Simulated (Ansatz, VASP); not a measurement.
# Two plane-wave programs on CdSe

The input INCAR:

```
PREC     = Accurate       # precision mode
ENCUT    = 450            # plane-wave cutoff, eV
EDIFF    = 1E-7           # SCF threshold, eV
ISMEAR   = 0              # smearing method
SIGMA    = 0.02           # smearing width, eV
LREAL    = F              # projectors in reciprocal space
LASPH    = T              # aspherical terms in the spheres
NELM     = 120            # most SCF steps
ALGO     = Normal         # electronic algorithm
ISIF     = 2              # what is computed and relaxed
LWAVE    = F              # write WAVECAR
LCHARG   = F              # write CHGCAR
GGA      = PS             # functional
IBRION   = 2              # ionic algorithm
NSW      = 60             # ionic steps
EDIFFG   = -0.002         # ionic threshold
GGA_COMPAT= F            
NELMIN   = 4
```

The input KPOINTS:

```
regular mesh
0
Gamma
  8 8 8
```

The input POSCAR:

```
CdSe
1.0
    0.0000000000      3.0714838878      2.9960752010
    3.0714838878      0.0000000000      2.9960752010
    3.0714838878      3.0714838878      0.0000000000
Cd Se
1 1
Direct
    0.0000000000      0.0000000000      0.0000000000
    0.2500000000      0.2500000000      0.2500000000
```

Input for Ansatz:

```yaml
crystal:
  lattice:
    - [0.0, 3.0714838878, 2.996075201]
    - [3.0714838878, 0.0, 2.996075201]
    - [3.0714838878, 3.0714838878, 0.0]
  atoms:
    - { symbol: Cd, position: [0.0, 0.0, 0.0] }
    - { symbol: Se, position: [0.25, 0.25, 0.25] }
basis:
  ecutwfc: 420
kpoints:
  mp_grid: { grid: [8, 8, 8] }
hamiltonian:
  xc: pbesol
  pseudopotentials: { kind: paw, azcp: { folder: soft_1 } }
scf:
  occupations: { method: gaussian, width: 0.02 }
output:
  forces: true
  stress: true
  eigenvalues: true
relax:
  adjacent_minimum: "off"
  f_tol: 0.002
  max_steps: 40
```

Change from the starting cell: strained cell.

Alike in both runs: task relaxation of the atoms; functional PBEsol; k mesh 8 × 8 × 8; occupations gaussian, width 0.02 eV; no spin polarisation.

```csv
,VASP,Ansatz
version,VASP 6.6.1,Ansatz 0.2.0
potentials or method,"VASP PAW PBE potentials, release 64 (Cd, Se), cutoff 450 eV","scalar-relativistic, plane waves, PAW"
valence electrons in the cell,18,36
```

|  | VASP | Ansatz | Ansatz less VASP |
| --- | --- | --- | --- |
| gap on the k mesh at the Fermi level, each at its own relaxed structure (eV) | 0.42 | 0.42 | -0.003 |

VASP's potentials were made for PBE, not for PBEsol, and Ansatz warns of the same on its side. VASP's potentials hold 18 valence electrons a cell and Ansatz's 36, so a difference there can come from the potentials and not from the codes. Ansatz's warnings: stress scf threshold loose.

Noted on VASP's run: the relaxation stopped at its first step, so nothing moved.
